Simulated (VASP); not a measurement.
**N: single point with PBE+D3(BJ)**

System: N.

```xyz
24
Lattice="8.8621 0.0000 0.0000 0.0000 8.8621 0.0000 0.0000 0.0000 8.8621" Properties=species:S:1:pos:R:3 pbc="T T T"
N     2.8911    4.2470    2.9204
N     1.9003    3.7519    2.8042
N    -1.8446    7.8530    2.1241
N    -0.9872    8.0711    2.7842
N     7.1566    5.0206    3.9530
N     6.1530    4.6517    3.8071
N     1.4394    7.0232    4.4994
N     1.3842    8.1220    4.2297
N     6.4085    6.2387    7.5331
N     6.9174    7.1634    7.2812
N     3.6348    7.3968    2.2127
N     4.5090    6.7855    2.0662
N     7.4987    2.2851    7.0926
N     8.4991    2.3358    6.6389
N     8.0179    4.6900    9.2036
N     9.1084    4.8439    8.9734
N     5.2794    3.0146    1.2019
N     4.5405    2.3705    0.7134
N     4.3232    0.1556    5.0595
N     4.2124    0.8674    4.2003
N     3.6007    3.1406    5.7548
N     3.0886    3.7594    6.5070
N     2.2204    7.2261    8.1095
N     1.6756    7.9785    8.7329
```

```json
{"Program": "VASP 6.6.1", "Task": "single point", "Functional": "PBE", "Dispersion": "D3(BJ)", "Potentials or basis": "VASP PAW PBE potentials, release 64 (N_h)", "Cutoff": "1000 eV", "k mesh": "1 × 1 × 1", "Occupations": "fermi-dirac, width 0.05 eV", "Spin": "no spin polarisation"}
```

```json
{"Pressure": "0.1 GPa", "Largest force": "3.972 eV/Å", "Dispersion energy per atom": "-0.041 eV"}
```

Forces on the atoms (eV/Å):
```
N   -1.480 -0.702 -0.155
N    1.345  0.672  0.159
N    0.392  0.198  0.007
N   -0.377  0.004 -0.212
N    3.399  1.227  0.494
N   -3.355 -1.267 -0.410
N   -0.180  3.749 -0.853
N    0.291 -3.803  1.108
N   -1.385 -2.153  0.476
N    1.231  2.301 -0.630
N   -3.176  2.282  0.475
N    3.044 -2.408 -0.580
N   -0.401 -0.055  0.138
N    0.388 -0.009 -0.200
N    2.993  0.334 -0.450
N   -2.847 -0.439  0.653
N    0.737  0.573  0.437
N   -0.709 -0.645 -0.507
N   -0.182  1.577 -1.923
N    0.348 -1.723  1.865
N    0.124  0.044 -0.043
N   -0.165  0.183  0.252
N   -1.039  1.501  1.160
N    1.006 -1.441 -1.261
```

Stress tensor (GPa, compression positive):
```
 1.02  0.22  0.28
 0.22 -0.32  0.47
 0.28  0.47 -0.29
```

Levels at points of the mesh, in eV from the Fermi level:
```tsv
k point	band 57	band 58	band 59	band 60	band 61	band 62	band 63	band 64
(0.00, 0.00, 0.00)	-1.45	-1.42	-1.38	-1.27	5.95	5.97	6.05	6.10
```

Run time: 2.7 min on 1 thread of Intel(R) Xeon(R) 6975P-C (Granite Rapids), with other jobs on the host, peak memory 1.4 GiB.

Caveat: the k points lie up to 0.71 Å⁻¹ apart; the atoms stand as in a frame of molecular dynamics.
